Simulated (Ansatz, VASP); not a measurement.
**Si3C in VASP and in Ansatz**

```
Si C
1.0
     2.77332    0.00000    0.00000
     0.00000    2.72954    0.00000
     0.00000    0.00000    6.07431
Si C
3 1
Direct
  0.00000 0.00000 0.70257
  0.50000 0.50000 0.00000
  0.00000 0.00000 0.29743
  0.50000 0.50000 0.50000
```

Alike in both runs: functional PBE; k mesh 6 × 4 × 4; occupations gaussian, width 0.1 eV; no spin polarisation.

Ansatz relaxed the structure, and its values are those at the end. VASP's run is a single point on that final structure, the one shown.

```csv
,VASP,Ansatz
version,VASP 6.6.1,Ansatz 0.2.0
potentials or method,"VASP PAW PBE potentials, release 64 (Si, C), cutoff 520 eV","scalar-relativistic, plane waves, PAW"
valence electrons in the cell,16,16
```

|  | VASP | Ansatz | Ansatz less VASP |
| --- | --- | --- | --- |
| gap on the k mesh at the Fermi level (eV) | none | none | - |
| pressure (GPa) | 0.2 | 0.2 | -0.01 |
| rms of the force components (eV/Å) | 0.004 | 0.003 | -0.0012 |

A gap of «none» marks a metal or a gap that the smearing closes. With one functional, cell and mesh, what is left measures potentials, basis and numerics.

The k mesh is coarse, so the values compare programs but aren't converged.
